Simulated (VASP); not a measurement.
# Cs2Ta2AlPt (P4/mmm) in VASP: single point with PBE

Aim: the single point of Cs2Ta2AlPt with PBE.

Program: VASP 6.6.1. These are calculated values, not measurements. Logs are shortened: lines on timing, memory, paths and dates and some standing lists are left out, and cuts for length are marked.

## 1. The cell of the first run

The structure is tetragonal, space group P4/mmm (No. 123). Conventional cell: a = 5.836 Å, b = 5.836 Å, c = 5.704 Å, α = 90.00°, β = 90.00°, γ = 90.00°. Cs (site symmetry 4/mmm) has 2 Al at 2.85 Å and 4 Ta at 2.92 Å within 3.8 Å. Cs (site symmetry 4/mmm) has 2 Pt at 2.85 Å and 4 Ta at 2.92 Å within 3.8 Å. Within 3.8 Å of Ta (site symmetry mmm) lie 4 Cs at 2.92 Å. Al (site symmetry 4/mmm) has 2 Cs at 2.85 Å within 3.8 Å. Within 3.8 Å of Pt (site symmetry 4/mmm) lie 2 Cs at 2.85 Å.

The cell was generated, and may not be a known phase.

## 2. Single point, PBE

Input file INCAR:

```
PREC = Accurate ; ENCUT = 520
EDIFF = 1E-6 ; ISMEAR = 0
SIGMA = 0.1 ; LREAL = False
LASPH = True ; NELM = 60
ALGO = Fast ; ISIF = 2
LWAVE = False ; LCHARG = False
GGA = PE ; NBANDS = 36
```

Input file KPOINTS:

```
regular mesh
0
Gamma
  8 8 8
```

Input file POSCAR:

```
Cs2Ta2AlPt
1.0
    5.8355190881      0.0000000000      0.0000000000
    0.0000000000      5.8355190881      0.0000000000
    0.0000000000      0.0000000000      5.7036454666
Cs Ta Al Pt
2 2 1 1
Direct
    0.0000000000      0.0000000000      0.5000000000
    0.5000000000      0.5000000000      0.5000000000
    0.5000000000      0.0000000000      0.5000000000
    0.0000000000      0.5000000000      0.5000000000
    0.0000000000      0.0000000000      0.0000000000
    0.5000000000      0.5000000000      0.0000000000
```

Potentials or basis: VASP PAW PBE potentials, release 64 (Cs_sv, Ta_pv, Al, Pt).

Launch:

```console
$ cat potpaw_PBE.64/Cs_sv/POTCAR potpaw_PBE.64/Ta_pv/POTCAR potpaw_PBE.64/Al/POTCAR potpaw_PBE.64/Pt/POTCAR > POTCAR
$ mpirun -np 1 vasp_std > vasp.out
```

OUTCAR:

```text
PREC = Accurate
   ENCUT = 520
   EDIFF = 1E-6
   ISMEAR = 0
   LREAL = False
   LASPH = True
   NELM = 60
   ISIF = 2
   GGA = PE

 ion  position               nearest neighbor table
   1  0.000  0.000  0.500-   5 2.85   5 2.85   3 2.92   4 2.92   4 2.92   3 2.92
   2  0.500  0.500  0.500-   6 2.85   6 2.85   3 2.92   4 2.92   3 2.92   4 2.92
   3  0.500  0.000  0.500-   1 2.92   2 2.92   2 2.92   1 2.92
   4  0.000  0.500  0.500-   1 2.92   2 2.92   1 2.92   2 2.92
   5  0.000  0.000  0.000-   1 2.85   1 2.85
   6  0.500  0.500  0.000-   2 2.85   2 2.85

  LATTYP: Found a simple tetragonal cell.
 ALAT       =     5.8355190881
 C/A-ratio  =     0.9774015611

  Lattice vectors:

 A1 = (   5.8355190881,   0.0000000000,   0.0000000000)
 A2 = (   0.0000000000,   5.8355190881,   0.0000000000)
 A3 = (   0.0000000000,   0.0000000000,   5.7036454666)

Analysis of symmetry for initial positions (statically):
=====================================================================
 Subroutine PRICEL returns:
 Original cell was already a primitive cell.

 Routine SETGRP: Setting up the symmetry group for a
 simple tetragonal supercell.

 Subroutine GETGRP returns: Found 16 space group operations
 (whereof 16 operations were pure point group operations)
 out of a pool of 16 trial point group operations.

The static configuration has the point symmetry D_4h.

Analysis of symmetry for dynamics (positions and initial velocities):
=====================================================================
 Subroutine PRICEL returns:
 Original cell was already a primitive cell.

 Routine SETGRP: Setting up the symmetry group for a
 simple tetragonal supercell.

 Subroutine GETGRP returns: Found 16 space group operations
 (whereof 16 operations were pure point group operations)
 out of a pool of 16 trial point group operations.

The dynamic configuration has the point symmetry D_4h.

 Subroutine INISYM returns: Found 16 space group operations
 (whereof 16 operations are pure point group operations),
 and found     1 'primitive' translations

----------------------------------------------------------------------------------------

                                     Primitive cell

  volume of cell :     194.2279

  direct lattice vectors                    reciprocal lattice vectors
     5.835519088  0.000000000  0.000000000     0.171364361  0.000000000  0.000000000
     0.000000000  5.835519088  0.000000000     0.000000000  0.171364361  0.000000000
     0.000000000  0.000000000  5.703645467     0.000000000  0.000000000  0.175326465

  length of vectors
     5.835519088  5.835519088  5.703645467     0.171364361  0.171364361  0.175326465

  position of ions in fractional coordinates (direct lattice)
     0.000000000  0.000000000  0.500000000
     0.500000000  0.500000000  0.500000000
     0.500000000  0.000000000  0.500000000
     0.000000000  0.500000000  0.500000000
     0.000000000  0.000000000  0.000000000
     0.500000000  0.500000000  0.000000000

  ion indices of the primitive-cell ions
   primitive index   ion index
                 1           1
                 2           2
                 3           3
                 4           4
                 5           5
                 6           6

----------------------------------------------------------------------------------------

 KPOINTS: regular mesh

Automatic generation of k-mesh.
 Grid dimensions read from file:
 generate k-points for:    8    8    8

 Generating k-lattice:

  Cartesian coordinates                     Fractional coordinates (reciprocal lattice)
     0.021420545  0.000000000  0.000000000     0.125000000  0.000000000  0.000000000
     0.000000000  0.021420545  0.000000000     0.000000000  0.125000000  0.000000000
     0.000000000  0.000000000  0.021915808     0.000000000  0.000000000  0.125000000

  Length of vectors
     0.021420545  0.021420545  0.021915808

  Shift w.r.t. Gamma in fractional coordinates (k-lattice)
     0.000000000  0.000000000  0.000000000

 Subroutine IBZKPT returns following result:
 ===========================================

 Found     75 irreducible k-points:

 Following reciprocal coordinates:
            Coordinates               Weight
  0.000000  0.000000  0.000000      1.000000
  0.125000  0.000000  0.000000      4.000000
  0.250000  0.000000  0.000000      4.000000
  0.375000  0.000000  0.000000      4.000000
  0.500000  0.000000  0.000000      2.000000
  0.125000  0.125000  0.000000      4.000000
[... 16 lines left out ...]
  0.375000  0.125000  0.125000     16.000000
  0.500000  0.125000  0.125000      8.000000
 [... further k-points ...]
   k-points           NKPTS =     75   k-points in BZ     NKDIM =     75   number of bands    NBANDS=     36
   number of dos      NEDOS =    301   number of ions     NIONS =      6
   total plane-waves  NPLWV =  96768
   dimension x,y,z NGX =    48 NGY =   48 NGZ =   42
   dimension x,y,z NGXF=    96 NGYF=   96 NGZF=   84
   ions per type =               2   2   1   1
   NGX,Y,Z   is equivalent  to a cutoff of  13.67, 13.67, 12.24 a.u.
   NGXF,Y,Z  is equivalent  to a cutoff of  27.35, 27.35, 24.48 a.u.
 SYSTEM =  unknown system
   PREC   = accura    normal or accurate (medium, high low for compatibility)
   ISTART =      0    job   : 0-new  1-cont  2-samecut
   ICHARG =      2    charge: 1-file 2-atom 10-const
   ISPIN  =      1    spin polarized calculation?
   LNONCOLLINEAR =      F non collinear calculations
   LSORBIT =      F    spin-orbit coupling
   LASPH  =      T    aspherical Exc in radial PAW
   ENCUT  =  520.0 eV  38.22 Ry    6.18 a.u.  10.85 10.85 10.61*2*pi/ulx,y,z
   NELM   =     60;   NELMIN=  2; NELMDL= -5     # of ELM steps
   EDIFF  = 0.1E-05   stopping-criterion for ELM
   LREAL  =      F    real-space projection
   EDIFFG = 0.1E-04   stopping-criterion for IOM
   NSW    =      0    number of steps for IOM
   IBRION =     -1    ionic relax: 0-MD 1-quasi-New 2-CG
   NFREE  =      0    steps in history (QN), initial steepest desc. (CG)
   ISIF   =      2    stress and relaxation
   ISYM   =      2    0-nonsym 1-usesym 2-fastsym
   POTIM  = 0.5000    time-step for ionic-motion
   TEBEG  =    0.0;   TEEND  =   0.0 temperature during run
   PSTRESS=    0.0 pullay stress
   NELECT =      53.0000    total number of electrons
   NUPDOWN=      -1.0000    fix difference up-down
   EMIN   =  10.00;   EMAX   =-10.00  energy-range for DOS
   EFERMI =   0.00;   METHOD = LEGACY
   ISMEAR =     0;   SIGMA  =   0.10  broadening in eV -4-tet -1-fermi 0-gaus
   EFERMI_NEDOS =   21; number of points for ismear=-14 and -15
   IALGO  =     68    algorithm
   IMIX   =      4    mixing-type and parameters
     AMIX     =   0.40;   BMIX     =  1.00
     AMIX_MAG =   1.60;   BMIX_MAG =  1.00
  volume/ion in A,a.u.               =      32.37       218.45
  Fermi-wavevector in a.u.,A,eV,Ry     =   1.061849  2.006605 15.340899  1.127524
  Thomas-Fermi vector in A             =   2.197280
   LORBIT       =      0    0 simple, 1 ext, 2 COOP (PROOUT), +10 PAW based schemes
   GGA     = PE    functional components
   LHFCALC =     F    Hartree Fock is set to
   AEXX    =    0.0000 exact exchange contribution
   IVDW    =     0    specifies the selected vdW correction
   LEPSILON=     F    determine dielectric tensor
   LRPA    =     F    only Hartree local field effects (RPA)
 non-spin polarized calculation
 RMM-DIIS sequential band-by-band and
 Gauss-broadening in eV      SIGMA  =   0.10
  energy-cutoff  :      520.00
  volume of cell :      194.23
 maximum number of plane-waves:      5280
 NGX is ok and might be reduce to    48
   NGX = 21   NGY = 21   NGZ = 21

 number of electron      53.0000007 magnetization

 Free energy of the ion-electron system (eV)
  ---------------------------------------------------
  ext. energy  EPLUGINS =         0.00000000
  ---------------------------------------------------
  free energy    TOTEN  =       -15.47323100 eV

  energy without entropy =      -15.41706964  energy(sigma->0) =      -15.44515032

 E-fermi :   2.8908     XC(G=0):  -9.2637

 val. band max:        2.8888701208   @ k =   0.5000   0.3750   0.0000
 cond. band min:       2.8920001535   @ k =   0.5000   0.1250   0.5000
 fundamental gap:      0.0031300327
 Fermi energy:         2.8908299352

 k-point     1 :       0.0000    0.0000    0.0000
  band No.  band energies     occupation
      1     -32.5089      2.00000
      2     -32.5089      2.00000
      3     -32.5018      2.00000
      4     -32.4993      2.00000
      5     -32.3906      2.00000
      6     -32.3906      2.00000
[... 28 lines left out ...]
     35       4.1168      0.00000
     36       5.5533      0.00000

 k-point     2 :       0.1250    0.0000    0.0000
  band No.  band energies     occupation
      1     -32.5092      2.00000
      2     -32.5088      2.00000
      3     -32.5017      2.00000
      4     -32.4994      2.00000
      5     -32.3911      2.00000
      6     -32.3907      2.00000
[... 28 lines left out ...]
     35       4.4594      0.00000
     36       5.5071      0.00000

 k-point     3 :       0.2500    0.0000    0.0000
  band No.  band energies     occupation
      1     -32.5101      2.00000
      2     -32.5085      2.00000
      3     -32.5014      2.00000
      4     -32.4996      2.00000
      5     -32.3925      2.00000
      6     -32.3909      2.00000
[... 28 lines left out ...]
     35       5.0835      0.00000
     36       5.3394      0.00000

 k-point     4 :       0.3750    0.0000    0.0000
  band No.  band energies     occupation
      1     -32.5109      2.00000
      2     -32.5083      2.00000
      3     -32.5010      2.00000
      4     -32.5000      2.00000
      5     -32.3939      2.00000
      6     -32.3911      2.00000
[... 28 lines left out ...]
     35       5.0556      0.00000
     36       5.6042      0.00000

 k-point     5 :       0.5000    0.0000    0.0000
  band No.  band energies     occupation
      1     -32.5113      2.00000
      2     -32.5082      2.00000
      3     -32.5005      2.00000
      4     -32.5005      2.00000
      5     -32.3944      2.00000
      6     -32.3912      2.00000
[... 655 lines left out ...]
 k-point    22 :       0.2500    0.1250    0.1250
  band No.  band energies     occupation
      1     -32.5134      2.00000
      2     -32.5055      2.00000
      3     -32.5013      2.00000
      4     -32.4997      2.00000
      5     -32.3960      2.00000
      6     -32.3879      2.00000
[... 28 lines left out ...]
     35       4.9084      0.00000
     36       5.3271      0.00000

 k-point    23 :       0.3750    0.1250    0.1250
  band No.  band energies     occupation
      1     -32.5151      2.00000
      2     -32.5046      2.00000
      3     -32.5010      2.00000
      4     -32.5001      2.00000
      5     -32.3981      2.00000
      6     -32.3873      2.00000
[... 28 lines left out ...]
     35       4.8491      0.00000
     36       5.5673      0.00000

 k-point    24 :       0.5000    0.1250    0.1250
  band No.  band energies     occupation
      1     -32.5157      2.00000
      2     -32.5043      2.00000
      3     -32.5005      2.00000
      4     -32.5005      2.00000
      5     -32.3989      2.00000
      6     -32.3872      2.00000
[... 28 lines left out ...]
     35       5.4358      0.00000
     36       5.7036      0.00000

 [... further k-points ...]
[... 5 lines left out ...]
  --------------------------------------------------------------------------------------
  -------------------------------------------------------------------------------------
  Total        0.7665522      0.7665522      0.7629719      0.0000000     -0.0000000      0.0000000
  in kB        6.3232567      6.3232567      6.2937228      0.0000000     -0.0000000      0.0000000
  external PRESSURE =       6.3134120 kB  Pullay stress =       0.0000000 kB

 VOLUME and BASIS-vectors are now :
 -----------------------------------------------------------------------------
  energy-cutoff  :      520.00
  volume of cell :      194.23
      direct lattice vectors                 reciprocal lattice vectors
     5.835519088  0.000000000  0.000000000     0.171364361  0.000000000  0.000000000
     0.000000000  5.835519088  0.000000000     0.000000000  0.171364361  0.000000000
     0.000000000  0.000000000  5.703645467     0.000000000  0.000000000  0.175326465

 POSITION                                       TOTAL-FORCE (eV/Angst)
 -----------------------------------------------------------------------------------
      0.00000      0.00000      2.85182         0.000000      0.000000      0.000000
      2.91776      2.91776      2.85182         0.000000      0.000000      0.000000
      2.91776      0.00000      2.85182         0.000000      0.000000      0.000000
      0.00000      2.91776      2.85182         0.000000      0.000000      0.000000
      0.00000      0.00000      0.00000         0.000000      0.000000      0.000000
      2.91776      2.91776      0.00000         0.000000      0.000000      0.000000
 -----------------------------------------------------------------------------------
    total drift:                                0.000000      0.000000     -0.000000

  FREE ENERGIE OF THE ION-ELECTRON SYSTEM (eV)
  ---------------------------------------------------
  free  energy   TOTEN  =       -15.4732310035 eV

  energy  without entropy=      -15.4170696351  energy(sigma->0) =      -15.44515032
```

It took 15 min on 1 thread of Intel Xeon Platinum 8375C at 2.90GHz (Ice Lake), shared host; peak memory 0.67 GiB.

Results:

```
Free energy            : -15.4732 eV
Pressure               : 0.6 GPa
Band gap on the k mesh : zero (an odd number of electrons rules out a gap without spin polarisation)
```

Caveat: spin-orbit coupling is left out, which moves the levels of the heavy elements.
